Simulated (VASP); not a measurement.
# H3C2N in VASP: notebook, part 3 of 3

VASP 6.6.1.

## (4) Single point, PBEsol

File INCAR:

```
PREC = Accurate
ENCUT = 520
EDIFF = 1E-6
ISMEAR = -1
SIGMA = 0.02
LREAL = Auto
LASPH = True
NELM = 60
ALGO = Normal
ISIF = 2
LWAVE = False
LCHARG = False
GGA = PS
NBANDS = 72
```

File KPOINTS:

```
Automatic mesh
0
Gamma
  1 1 1
```

File POSCAR:

```
H3C2N
1.0
    8.7876200000      0.0000000000      0.0000000000
    0.0000000000      8.7876200000      0.0000000000
    0.0000000000      0.0000000000      8.7876200000
C N H
12 6 18
Direct
    1.0685373287      0.3849847854      0.5408859282
    0.9732327980      0.4091551524      0.6834387468
    0.5231109220      0.0931196388      0.4355900688
    0.4610008171      0.1847485440      0.3160582729
    0.6571062472      0.8547137905      1.0011015497
    0.5571474415      0.8625202273      0.8638061273
    0.2321561469      0.6348362810      0.9542743086
    0.1305017741      0.7396655750      1.0361280984
    0.9726524360      0.7464478437      0.4703093670
    0.8877944199      0.8889665234      0.4903489227
    0.5566467371      0.3821967723      0.8808300769
    0.4710831829      0.3556139205      0.7402004183
    0.8875668270      0.4347707343      0.7925354078
    0.3949533548      0.2443665065      0.2134252505
    0.4817117718      0.8891030791      0.7600806589
    0.0564430415      0.7894060053      1.1268921505
    0.8366087746      1.0036619699      0.5060300741
    0.4252118321      0.3309883677      0.6202930941
    0.9674633177      0.3699977923      0.4608528817
    1.1413443003      0.4807445019      0.4926703704
    1.1380214438      0.2850487390      0.5851755083
    0.6471262981      0.1050227479      0.4638457284
    0.4592028331      0.1302059033      0.5349457532
    0.5054269529     -0.0338544452      0.4158008653
    0.7005537335      0.7335091868      1.0262164272
    0.7521149071      0.9424622366      0.9960717464
    0.5698698851      0.9112592488      1.0672969473
    0.1631044583      0.6056816294      0.8568873028
    0.3264592688      0.6938283631      0.8992195839
    0.2783461278      0.5495458383      1.0374139983
    1.0678659296      0.7702995805      0.3906518489
    1.0006918824      0.7025451715      0.5804643351
    0.8909010631      0.6670748166      0.4305147469
    0.5725099629      0.2635867277      0.9278849108
    0.6566283021      0.4582810818      0.8514819712
    0.4814841789      0.4552427165      0.9566754138
```

Potentials or basis: VASP PAW PBE potentials, release 64 (C, N, H).

Launch:

```sh
$ cat potpaw_PBE.64/C/POTCAR potpaw_PBE.64/N/POTCAR potpaw_PBE.64/H/POTCAR > POTCAR
$ mpirun -np 1 vasp_gam > vasp.out
```

OUTCAR:

```text
PREC = Accurate
   ENCUT = 520
   EDIFF = 1E-6
   ISMEAR = -1
   LREAL = Auto
   LASPH = True
   NELM = 60
   ISIF = 2
   GGA = PS

 ion  position               nearest neighbor table
   1  0.069  0.385  0.541-  21 1.14  20 1.14  19 1.14   2 1.52
   2  0.973  0.409  0.683-  13 1.24   1 1.52
   3  0.523  0.093  0.436-  23 1.09  22 1.12  24 1.14   4 1.43
   4  0.461  0.185  0.316-  14 1.19   3 1.43
   5  0.657  0.855  0.001-  27 1.08  26 1.14  25 1.15   6 1.49
   6  0.557  0.863  0.864-  15 1.15   5 1.49
   7  0.232  0.635  0.954-  28 1.08  29 1.09  30 1.12   8 1.47
   8  0.131  0.740  0.036-  16 1.12   7 1.47
   9  0.973  0.746  0.470-  33 1.06  32 1.07  31 1.11  10 1.47
  10  0.888  0.889  0.490-  17 1.11   9 1.47
  11  0.557  0.382  0.881-  34 1.13  35 1.13  36 1.14  12 1.47
  12  0.471  0.356  0.740-  18 1.15  11 1.47
  13  0.888  0.435  0.793-   2 1.24
  14  0.395  0.244  0.213-   4 1.19
  15  0.482  0.889  0.760-   6 1.15
  16  0.056  0.789  0.127-   8 1.12
  17  0.837  0.004  0.506-  10 1.11
  18  0.425  0.331  0.620-  12 1.15
[... 16 lines left out ...]
  35  0.657  0.458  0.851-  11 1.13
  36  0.481  0.455  0.957-  11 1.14

  LATTYP: Found a simple cubic cell.
 ALAT       =     8.7876200000

  Lattice vectors:

 A1 = (   8.7876200000,   0.0000000000,   0.0000000000)
 A2 = (   0.0000000000,   8.7876200000,   0.0000000000)
 A3 = (   0.0000000000,   0.0000000000,   8.7876200000)

Analysis of symmetry for initial positions (statically):
=====================================================================
 Subroutine PRICEL returns:
 Original cell was already a primitive cell.

 Routine SETGRP: Setting up the symmetry group for a
 simple cubic supercell.

 Subroutine GETGRP returns: Found  1 space group operations
 (whereof  1 operations were pure point group operations)
 out of a pool of 48 trial point group operations.

The static configuration has the point symmetry C_1 .

Analysis of symmetry for dynamics (positions and initial velocities):
=====================================================================
 Subroutine PRICEL returns:
 Original cell was already a primitive cell.

 Routine SETGRP: Setting up the symmetry group for a
 simple cubic supercell.

 Subroutine GETGRP returns: Found  1 space group operations
 (whereof  1 operations were pure point group operations)
 out of a pool of 48 trial point group operations.

The dynamic configuration has the point symmetry C_1 .

 Subroutine INISYM returns: Found  1 space group operations
 (whereof  1 operations are pure point group operations),
 and found     1 'primitive' translations

----------------------------------------------------------------------------------------

                                     Primitive cell

  volume of cell :     678.5999

  direct lattice vectors                    reciprocal lattice vectors
     8.787620000  0.000000000  0.000000000     0.113796455  0.000000000  0.000000000
     0.000000000  8.787620000  0.000000000     0.000000000  0.113796455  0.000000000
     0.000000000  0.000000000  8.787620000     0.000000000  0.000000000  0.113796455

  length of vectors
     8.787620000  8.787620000  8.787620000     0.113796455  0.113796455  0.113796455

  position of ions in fractional coordinates (direct lattice)
     0.068537329  0.384984785  0.540885928
     0.973232798  0.409155152  0.683438747
     0.523110922  0.093119639  0.435590069
     0.461000817  0.184748544  0.316058273
     0.657106247  0.854713790  0.001101550
     0.557147441  0.862520227  0.863806127
[... 28 lines left out ...]
     0.656628302  0.458281082  0.851481971
     0.481484179  0.455242717  0.956675414

  ion indices of the primitive-cell ions
   primitive index   ion index
                 1           1
                 2           2
                 3           3
                 4           4
                 5           5
                 6           6
[... 28 lines left out ...]
                35          35
                36          36

----------------------------------------------------------------------------------------

 KPOINTS: Automatic mesh

Automatic generation of k-mesh.
 Grid dimensions read from file:
 generate k-points for:    1    1    1

 Generating k-lattice:

  Cartesian coordinates                     Fractional coordinates (reciprocal lattice)
     0.113796455  0.000000000  0.000000000     1.000000000  0.000000000  0.000000000
     0.000000000  0.113796455  0.000000000     0.000000000  1.000000000  0.000000000
     0.000000000  0.000000000  0.113796455     0.000000000  0.000000000  1.000000000

  Length of vectors
     0.113796455  0.113796455  0.113796455

  Shift w.r.t. Gamma in fractional coordinates (k-lattice)
     0.000000000  0.000000000  0.000000000

 Subroutine IBZKPT returns following result:
 ===========================================

 Found      1 irreducible k-points:

 Following reciprocal coordinates:
            Coordinates               Weight
  0.000000  0.000000  0.000000      1.000000
   k-points           NKPTS =      1   k-points in BZ     NKDIM =      1   number of bands    NBANDS=     72
   number of dos      NEDOS =    301   number of ions     NIONS =     36
   total plane-waves  NPLWV = 343000
   dimension x,y,z NGX =    70 NGY =   70 NGZ =   70
   dimension x,y,z NGXF=   140 NGYF=  140 NGZF=  140
   ions per type =              12   6  18
   NGX,Y,Z   is equivalent  to a cutoff of  13.24, 13.24, 13.24 a.u.
   NGXF,Y,Z  is equivalent  to a cutoff of  26.49, 26.49, 26.49 a.u.
 SYSTEM =  unknown system
   PREC   = accura    normal or accurate (medium, high low for compatibility)
   ISTART =      0    job   : 0-new  1-cont  2-samecut
   ICHARG =      2    charge: 1-file 2-atom 10-const
   ISPIN  =      1    spin polarized calculation?
   LNONCOLLINEAR =      F non collinear calculations
   LSORBIT =      F    spin-orbit coupling
   LASPH  =      T    aspherical Exc in radial PAW
   ENCUT  =  520.0 eV  38.22 Ry    6.18 a.u.  16.34 16.34 16.34*2*pi/ulx,y,z
   NELM   =     60;   NELMIN=  2; NELMDL= -5     # of ELM steps
   EDIFF  = 0.1E-05   stopping-criterion for ELM
   LREAL  =      T    real-space projection
   EDIFFG = 0.1E-04   stopping-criterion for IOM
   NSW    =      0    number of steps for IOM
   IBRION =     -1    ionic relax: 0-MD 1-quasi-New 2-CG
   NFREE  =      0    steps in history (QN), initial steepest desc. (CG)
   ISIF   =      2    stress and relaxation
   ISYM   =      2    0-nonsym 1-usesym 2-fastsym
   POTIM  = 0.5000    time-step for ionic-motion
   TEBEG  =    0.0;   TEEND  =   0.0 temperature during run
   PSTRESS=    0.0 pullay stress
   NELECT =      96.0000    total number of electrons
   NUPDOWN=      -1.0000    fix difference up-down
   EMIN   =  10.00;   EMAX   =-10.00  energy-range for DOS
   EFERMI =   0.00;   METHOD = LEGACY
   ISMEAR =    -1;   SIGMA  =   0.02  broadening in eV -4-tet -1-fermi 0-gaus
   EFERMI_NEDOS =   21; number of points for ismear=-14 and -15
   IALGO  =     38    algorithm
   IMIX   =      4    mixing-type and parameters
     AMIX     =   0.40;   BMIX     =  1.00
     AMIX_MAG =   1.60;   BMIX_MAG =  1.00
  volume/ion in A,a.u.               =      18.85       127.21
  Fermi-wavevector in a.u.,A,eV,Ry     =   0.853023  1.611979  9.900251  0.727648
  Thomas-Fermi vector in A             =   1.969401
   LORBIT       =      0    0 simple, 1 ext, 2 COOP (PROOUT), +10 PAW based schemes
   GGA     = PS    functional components
   LHFCALC =     F    Hartree Fock is set to
   AEXX    =    0.0000 exact exchange contribution
   IVDW    =     0    specifies the selected vdW correction
   LEPSILON=     F    determine dielectric tensor
   LRPA    =     F    only Hartree local field effects (RPA)
 non-spin polarized calculation
  energy-cutoff  :      520.00
  volume of cell :      678.60
 maximum number of plane-waves:      9139
 NGX is ok and might be reduce to    70
   NGX = 33   NGY = 33   NGZ = 33

 number of electron      96.0000002 magnetization

 Free energy of the ion-electron system (eV)
  ---------------------------------------------------
  ext. energy  EPLUGINS =         0.00000000
  ---------------------------------------------------
  free energy    TOTEN  =      -221.85239979 eV

  energy without entropy =     -221.85239979  energy(sigma->0) =     -221.85239979

 E-fermi :  -4.1848     XC(G=0):  -5.1830

 val. band max:       -4.6722842508   @ k =   0.0000   0.0000   0.0000
 cond. band min:       0.6555761552   @ k =   0.0000   0.0000   0.0000
 fundamental gap:      5.3278604060
 Fermi energy:        -4.1848496744

 k-point     1 :       0.0000    0.0000    0.0000
  band No.  band energies     occupation
      1     -20.8112      2.00000
      2     -20.7628      2.00000
      3     -20.5133      2.00000
      4     -20.3571      2.00000
      5     -19.7726      2.00000
      6     -19.3743      2.00000
[... 52 lines left out ...]
     59       2.3227      0.00000
     60       2.4328      0.00000
 [bands above 60 left out]

------------------------ aborting loop because EDIFF is reached ----------------------------------------

  FORCE on cell =-STRESS in cart. coord.  units (eV):
  Direction    XX          YY          ZZ          XY          YZ          ZX
  --------------------------------------------------------------------------------------
  -------------------------------------------------------------------------------------
  Total       -3.4646577      1.1625629      1.1599193     -1.7631565      7.6109935      0.6797733
  in kB       -8.1800716      2.7448159      2.7385745     -4.1628201     17.9695883      1.6049478
  external PRESSURE =      -0.8988937 kB  Pullay stress =       0.0000000 kB

 VOLUME and BASIS-vectors are now :
 -----------------------------------------------------------------------------
  energy-cutoff  :      520.00
  volume of cell :      678.60
      direct lattice vectors                 reciprocal lattice vectors
     8.787620000  0.000000000  0.000000000     0.113796455  0.000000000  0.000000000
     0.000000000  8.787620000  0.000000000     0.000000000  0.113796455  0.000000000
     0.000000000  0.000000000  8.787620000     0.000000000  0.000000000  0.113796455

 POSITION                                       TOTAL-FORCE (eV/Angst)
 -----------------------------------------------------------------------------------
      0.60228      3.38310      4.75310        -1.607671     -0.119560      1.610546
      8.55240      3.59550      6.00580        -2.747275      2.331474      3.694628
      4.59690      0.81830      3.82780         0.301167     -1.110779     -0.135292
      4.05110      1.62350      2.77740        -1.283095      0.579730     -2.605859
      5.77440      7.51090      0.00968        -0.053806     -0.019652     -1.697201
      4.89600      7.57950      7.59080         2.763177     -0.245357      1.351730
[... 28 lines left out ...]
      5.77020      4.02720      7.48250        -0.255346     -1.261187      0.317854
      4.23110      4.00050      8.40690         0.565323     -0.977134     -0.224509
 -----------------------------------------------------------------------------------
    total drift:                               -0.006779      0.008291      0.029229

  FREE ENERGIE OF THE ION-ELECTRON SYSTEM (eV)
  ---------------------------------------------------
  free  energy   TOTEN  =      -221.8523997856 eV

  energy  without entropy=     -221.8523997855  energy(sigma->0) =     -221.85239979
```

Run time: 2.1 min. Hardware: 1 thread of Intel Xeon Platinum 8488C (Sapphire Rapids), shared host; peak memory 0.7 GiB.

Results:

```yaml
Free_energy: -221.8524 eV
Pressure: -0.1 GPa
Largest_force: 7.534 eV/Å
Band_gap_on_the_k_mesh: 5.33 eV
```

Forces on the atoms (eV/Å):
```
C   -1.608 -0.120  1.611
C   -2.747  2.331  3.695
C    0.301 -1.111 -0.135
C   -1.283  0.580 -2.606
C   -0.054 -0.020 -1.697
C    2.763 -0.245  1.352
C   -0.251  1.336  0.527
C    4.608 -3.466 -3.566
C   -0.492  1.899 -0.071
C    3.713 -6.505 -0.809
C   -1.440  0.649 -0.279
C    1.641  0.743  2.020
N    4.237 -1.242 -5.054
N    1.481 -0.840  2.006
N   -1.274  0.055 -1.356
N   -3.959  3.019  4.078
N   -2.700  6.268  0.961
N   -1.304  0.042 -1.498
H    1.348 -0.783  0.057
H   -0.588 -0.721  1.073
H   -0.357  0.479 -1.518
H   -0.571  0.244 -0.408
H   -0.137 -0.280  0.549
H   -0.044  1.086  0.006
H   -0.735  1.590  0.097
H   -0.560 -0.991 -0.299
H   -0.036 -0.353  1.950
H   -0.250 -1.430 -0.400
H    0.401  0.467  0.130
H   -0.701  0.021 -0.774
H   -0.295 -0.441  0.251
H    0.752 -0.109  0.932
H   -0.635 -1.101 -1.093
H    0.467  1.184  0.177
H   -0.255 -1.261  0.318
H    0.565 -0.977 -0.225
```

Stress tensor (GPa, compression positive):
```
-0.82 -0.42  0.16
-0.42  0.27  1.80
 0.16  1.80  0.27
```

Caveat: the k points lie up to 0.72 Å⁻¹ apart; the PAW data sets were made with another functional, which shifts forces and pressure a little.
